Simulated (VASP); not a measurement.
Here is a VASP 6.6.1 calculation.

Contents of INCAR:

```
SYSTEM = Al
PREC     = Accurate       ! precision mode
ENCUT    = 500            ! plane-wave cutoff, eV
EDIFF    = 1E-6           ! SCF threshold, eV
ISMEAR   = -1             ! smearing method
SIGMA    = 0.1            ! smearing width, eV
LREAL    = .False.        ! projectors in reciprocal space
LASPH    = .True.         ! aspherical terms in the spheres
NELM     = 120            ! most SCF steps
ALGO     = Normal         ! electronic algorithm
ISIF     = 2              ! what is computed and relaxed
LWAVE    = .False.        ! write WAVECAR
LCHARG   = .False.        ! write CHGCAR
GGA      = PE             ! functional
NBANDS   = 8              ! bands
GGA_COMPAT= .False.
```

Contents of KPOINTS:

```
Automatic mesh
0
Gamma
  8 8 8
  0 0 0
```

File POSCAR:

```
Al
1.0
    0.0000000000      2.0776207752      2.0776207752
    2.0776207752      0.0000000000      2.0776207752
    2.0776207752      2.0776207752      0.0000000000
Al
1
Direct
    0.0000000000      0.0000000000      0.0000000000
```

Potentials or basis: VASP PAW PBE potentials, release 64 (Al).

Launch:

```bash
$ cat potpaw_PBE.64/Al/POTCAR > POTCAR
$ mpirun -np 1 vasp_std > vasp.out
```

**Question.** What does it give for the pressure?

**Answer.** -5.6 GPa.
